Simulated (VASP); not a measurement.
# SnSe in VASP: electric field gradients with r2SCAN

Aim: the electric field gradients of SnSe with r2SCAN.

Program: VASP 6.6.1. These are calculated values, not measurements. Logs are shortened: lines on timing, memory, paths and dates and some standing lists are left out, and cuts for length are marked.

## 1. The cell of the first run

The cell holds a slab with vacuum, 4 atoms: a = 4.285 Å, b = 4.285 Å, c = 10.991 Å, α = 90.00°, β = 90.00°, γ = 90.00°.

## 2. Electric field gradients, r2SCAN

POSCAR reads:

```
SnSe
1.0
    4.2853300000      0.0000000000      0.0000000000
    0.0000000000      4.2853300000      0.0000000000
    0.0000000000      0.0000000000     10.9906900000
Sn Se
2 2
Direct
    0.5000000000      0.0000000000      0.3722300000
    0.0000000000      0.5000000000      0.6277700000
    0.5000000000      0.0000000000      0.6160400000
    0.0000000000      0.5000000000      0.3839600000
```

INCAR.step1 reads:

```
  ALGO = Normal
  EDIFF = 1E-4
  ENCUT = 520
  GGA = PE
  ISMEAR = 0
  LASPH = T
  LCHARG = F
  LREAL = F
  LWAVE = T
  NBANDS = 28
  NELM = 80
  PREC = Accurate
  SIGMA = 0.01
```

INCAR.step2 reads:

```
  ALGO = Normal
  EDIFF = 1E-8
  ENCUT = 520
  ISIF = 2
  ISMEAR = 0
  ISTART = 1
  LASPH = T
  LCHARG = F
  LEFG = T
  LMIXTAU = T
  LREAL = F
  LWAVE = F
  METAGGA = R2SCAN
  NBANDS = 28
  NELM = 80
  PREC = Accurate
  SIGMA = 0.01
```

KPOINTS reads:

```
k-points
0
Gamma
  4 4 2
```

Potentials or basis: VASP PAW PBE potentials, release 64 (Sn_d, Se).

Run with:

```sh
cat potpaw_PBE.64/Sn_d/POTCAR potpaw_PBE.64/Se/POTCAR > POTCAR
cp INCAR.step1 INCAR
mpirun -np 1 vasp_std > vasp.out
cp INCAR.step2 INCAR
mpirun -np 1 vasp_std > vasp.out
```

OUTCAR:

```text
EDIFF = 1E-8
   ENCUT = 520
   ISIF = 2
   ISMEAR = 0
   ISTART = 1
   LASPH = T
   LREAL = F
   METAGGA = R2SCAN
   NELM = 80
   PREC = Accurate

 ion  position               nearest neighbor table
   1  0.500  0.000  0.372-   3 2.68   4 3.03   4 3.03   4 3.03   4 3.03
   2  0.000  0.500  0.628-   4 2.68   3 3.03   3 3.03   3 3.03   3 3.03
   3  0.500  0.000  0.616-   1 2.68   2 3.03   2 3.03   2 3.03   2 3.03
   4  0.000  0.500  0.384-   2 2.68   1 3.03   1 3.03   1 3.03   1 3.03

  LATTYP: Found a simple tetragonal cell.
 ALAT       =     4.2853300000
 C/A-ratio  =     2.5647243036

  Lattice vectors:

 A1 = (   4.2853300000,   0.0000000000,   0.0000000000)
 A2 = (   0.0000000000,   4.2853300000,   0.0000000000)
 A3 = (   0.0000000000,   0.0000000000,  10.9906900000)

Analysis of symmetry for initial positions (statically):
=====================================================================
 Subroutine PRICEL returns:
 Original cell was already a primitive cell.

 Routine SETGRP: Setting up the symmetry group for a
 simple tetragonal supercell.

 Subroutine GETGRP returns: Found 16 space group operations
 (whereof  8 operations were pure point group operations)
 out of a pool of 16 trial point group operations.

The static configuration has the point symmetry D_2d.
 The point group associated with its full space group is D_4h.

Analysis of symmetry for dynamics (positions and initial velocities):
=====================================================================
 Subroutine PRICEL returns:
 Original cell was already a primitive cell.

 Routine SETGRP: Setting up the symmetry group for a
 simple tetragonal supercell.

 Subroutine GETGRP returns: Found 16 space group operations
 (whereof  8 operations were pure point group operations)
 out of a pool of 16 trial point group operations.

The dynamic configuration has the point symmetry D_2d.
 The point group associated with its full space group is D_4h.

 Subroutine INISYM returns: Found 16 space group operations
 (whereof  8 operations are pure point group operations),
 and found     1 'primitive' translations

----------------------------------------------------------------------------------------

                                     Primitive cell

  volume of cell :     201.8336

  direct lattice vectors                    reciprocal lattice vectors
     4.285330000  0.000000000  0.000000000     0.233354257  0.000000000  0.000000000
     0.000000000  4.285330000  0.000000000     0.000000000  0.233354257  0.000000000
     0.000000000  0.000000000 10.990690000     0.000000000  0.000000000  0.090986098

  length of vectors
     4.285330000  4.285330000 10.990690000     0.233354257  0.233354257  0.090986098

  position of ions in fractional coordinates (direct lattice)
     0.500000000  0.000000000  0.372230000
     0.000000000  0.500000000  0.627770000
     0.500000000  0.000000000  0.616040000
     0.000000000  0.500000000  0.383960000

  ion indices of the primitive-cell ions
   primitive index   ion index
                 1           1
                 2           2
                 3           3
                 4           4

----------------------------------------------------------------------------------------

 KPOINTS: k-points

Automatic generation of k-mesh.
 Grid dimensions read from file:
 generate k-points for:    4    4    2

 Generating k-lattice:

  Cartesian coordinates                     Fractional coordinates (reciprocal lattice)
     0.058338564  0.000000000  0.000000000     0.250000000  0.000000000  0.000000000
     0.000000000  0.058338564  0.000000000     0.000000000  0.250000000  0.000000000
     0.000000000  0.000000000  0.045493049     0.000000000  0.000000000  0.500000000
[... 29 lines left out ...]
   dimension x,y,z NGX =    32 NGY =   32 NGZ =   84
   dimension x,y,z NGXF=    64 NGYF=   64 NGZF=  168
   ions per type =               2   2
   NGX,Y,Z   is equivalent  to a cutoff of  12.41, 12.41, 12.71 a.u.
   NGXF,Y,Z  is equivalent  to a cutoff of  24.83, 24.83, 25.41 a.u.
 SYSTEM =  unknown system
   PREC   = accura    normal or accurate (medium, high low for compatibility)
   ISTART =      1    job   : 0-new  1-cont  2-samecut
   ICHARG =      0    charge: 1-file 2-atom 10-const
   ISPIN  =      1    spin polarized calculation?
   LNONCOLLINEAR =      F non collinear calculations
   LSORBIT =      F    spin-orbit coupling
   LASPH  =      T    aspherical Exc in radial PAW
   ENCUT  =  520.0 eV  38.22 Ry    6.18 a.u.   7.97  7.97 20.44*2*pi/ulx,y,z
   NELM   =     80;   NELMIN=  2; NELMDL=  0     # of ELM steps
   EDIFF  = 0.1E-07   stopping-criterion for ELM
   LREAL  =      F    real-space projection
   EDIFFG = 0.1E-06   stopping-criterion for IOM
   NSW    =      0    number of steps for IOM
   IBRION =     -1    ionic relax: 0-MD 1-quasi-New 2-CG
   NFREE  =      0    steps in history (QN), initial steepest desc. (CG)
   ISIF   =      2    stress and relaxation
   ISYM   =      2    0-nonsym 1-usesym 2-fastsym
   POTIM  = 0.5000    time-step for ionic-motion
   TEBEG  =    0.0;   TEEND  =   0.0 temperature during run
   PSTRESS=    0.0 pullay stress
   NELECT =      40.0000    total number of electrons
   NUPDOWN=      -1.0000    fix difference up-down
   EMIN   =  10.00;   EMAX   =-10.00  energy-range for DOS
   EFERMI =   0.00;   METHOD = LEGACY
   ISMEAR =     0;   SIGMA  =   0.01  broadening in eV -4-tet -1-fermi 0-gaus
   EFERMI_NEDOS =   21; number of points for ismear=-14 and -15
   IALGO  =     38    algorithm
   IMIX   =      4    mixing-type and parameters
     AMIX     =   0.40;   BMIX     =  1.00
     AMIX_MAG =   1.60;   BMIX_MAG =  1.00
  volume/ion in A,a.u.               =      50.46       340.51
  Fermi-wavevector in a.u.,A,eV,Ry     =   0.954473  1.803692 12.395163  0.911019
  Thomas-Fermi vector in A             =   2.083223
   LORBIT       =      0    0 simple, 1 ext, 2 COOP (PROOUT), +10 PAW based schemes
   METAGGA = R2SCAN    functional components
   LHFCALC =     F    Hartree Fock is set to
   AEXX    =    0.0000 exact exchange contribution
   IVDW    =     0    specifies the selected vdW correction
   LEPSILON=     F    determine dielectric tensor
   LRPA    =     F    only Hartree local field effects (RPA)
 non-spin polarized calculation
 Gauss-broadening in eV      SIGMA  =   0.01
  energy-cutoff  :      520.00
  volume of cell :      201.83
 maximum number of plane-waves:      5480
 NGX is ok and might be reduce to    32
   NGX = 15   NGY = 15   NGZ = 41

 number of electron      40.0000021 magnetization

 Free energy of the ion-electron system (eV)
  ---------------------------------------------------
  ext. energy  EPLUGINS =         0.00000000
  ---------------------------------------------------
  free energy    TOTEN  =       -79.60198979 eV

  energy without entropy =      -79.60198979  energy(sigma->0) =      -79.60198979

 E-fermi :   0.3856     XC(G=0):  -6.2114

 val. band max:        0.3188758434   @ k =   0.5000   0.0000   0.0000
 cond. band min:       2.2295314963   @ k =   0.0000   0.0000   0.5000
 fundamental gap:      1.9106556529
 Fermi energy:         0.3856348714

 k-point     1 :       0.0000    0.0000    0.0000
  band No.  band energies     occupation
      1     -21.3159      2.00000
      2     -21.3118      2.00000
      3     -21.3105      2.00000
      4     -21.3047      2.00000
      5     -21.2922      2.00000
      6     -21.2601      2.00000
[... 361 lines left out ...]
     27       7.4405      0.00000
     28       7.4405      0.00000

------------------------ aborting loop because EDIFF is reached ----------------------------------------

  FORCE on cell =-STRESS in cart. coord.  units (eV):
  Direction    XX          YY          ZZ          XY          YZ          ZX
  --------------------------------------------------------------------------------------
  -------------------------------------------------------------------------------------
  Total       -0.0533490     -0.0533490     -0.2869481      0.0000000      0.0000000      0.0000000
  in kB       -0.4234899     -0.4234899     -2.2778252      0.0000000      0.0000000      0.0000000
  external PRESSURE =      -1.0416017 kB  Pullay stress =       0.0000000 kB

 VOLUME and BASIS-vectors are now :
 -----------------------------------------------------------------------------
  energy-cutoff  :      520.00
  volume of cell :      201.83
      direct lattice vectors                 reciprocal lattice vectors
     4.285330000  0.000000000  0.000000000     0.233354257  0.000000000  0.000000000
     0.000000000  4.285330000  0.000000000     0.000000000  0.233354257  0.000000000
     0.000000000  0.000000000 10.990690000     0.000000000  0.000000000  0.090986098

 POSITION                                       TOTAL-FORCE (eV/Angst)
 -----------------------------------------------------------------------------------
      2.14267      0.00000      4.09106        -0.000000     -0.000000      0.022516
      0.00000      2.14267      6.89963         0.000000     -0.000000     -0.022516
      2.14267      0.00000      6.77070        -0.000000      0.000000     -0.071712
      0.00000      2.14267      4.21999        -0.000000     -0.000000      0.071712
 -----------------------------------------------------------------------------------
    total drift:                                0.000000      0.000000      0.000000

  FREE ENERGIE OF THE ION-ELECTRON SYSTEM (eV)
  ---------------------------------------------------
  free  energy   TOTEN  =       -79.6019897868 eV

  energy  without entropy=      -79.6019897868  energy(sigma->0) =      -79.60198979

 Electric field gradients (V/A^2)
---------------------------------------------------------------------
 ion       V_xx      V_yy      V_zz      V_xy      V_xz      V_yz
---------------------------------------------------------------------
   1      73.175    73.175  -146.349     0.000    -0.000    -0.000
   2      73.175    73.175  -146.349     0.000     0.000    -0.000
   3       8.324     8.324   -16.648    -0.000    -0.000     0.000
   4       8.324     8.324   -16.648    -0.000     0.000    -0.000
---------------------------------------------------------------------

 Electric field gradients after diagonalization (V/A^2)
 (convention: |V_zz| > |V_xx| > |V_yy|)
----------------------------------------------------------------------
 ion       V_xx      V_yy      V_zz     asymmetry (V_yy - V_xx)/ V_zz
----------------------------------------------------------------------
   1      73.175    73.175  -146.349       0.000
   2      73.175    73.175  -146.349       0.000
   3       8.324     8.324   -16.648       0.000
   4       8.324     8.324   -16.648       0.000
----------------------------------------------------------------------

           NMR quadrupolar parameters

 Cq : quadrupolar parameter    Cq=e*Q*V_zz/h
 eta: asymmetry parameters     (V_yy - V_xx)/ V_zz
 Q  : nuclear electric quadrupole moment in mb (millibarn)
----------------------------------------------------------------------
 ion       Cq(MHz)       eta       Q (mb)
----------------------------------------------------------------------
   1      -0.354       0.000       1.000
   2      -0.354       0.000       1.000
   3      -0.040       0.000       1.000
   4      -0.040       0.000       1.000
----------------------------------------------------------------------
```

Run time: 13 min. Hardware: 1 thread of AMD EPYC 7R13, shared host; peak memory 0.31 GiB.

Results:

| Item | Value |
| --- | --- |
| Free energy | -79.6020 eV |
| Largest force | 0.072 eV/Å |
| Band gap on the k mesh | 1.91 eV (least direct gap 1.97 eV) |
| Largest electric field gradient by atom | Sn -146.3; Se -16.6 V/Å² |

Forces in eV/Å, atoms in the order of the input:
```
Sn   0.000  0.000  0.023
Sn   0.000  0.000 -0.023
Se   0.000  0.000 -0.072
Se   0.000  0.000  0.072
```

Electric field gradients, principal values (V/Å²):
| atom | least | middle | greatest (by size) |
| --- | --- | --- | --- |
| 1 Sn | 73.175 | 73.175 | -146.349 |
| 2 Sn | 73.175 | 73.175 | -146.349 |
| 3 Se | 8.324 | 8.324 | -16.648 |
| 4 Se | 8.324 | 8.324 | -16.648 |

Caveat: without QUAD_EFG the Cq values of the log hold for a quadrupole moment of 1 mb, not for the nuclei; the PAW data sets were made with another functional, which shifts forces and pressure a little; spin-orbit coupling is left out, which moves the levels of the heavy elements.
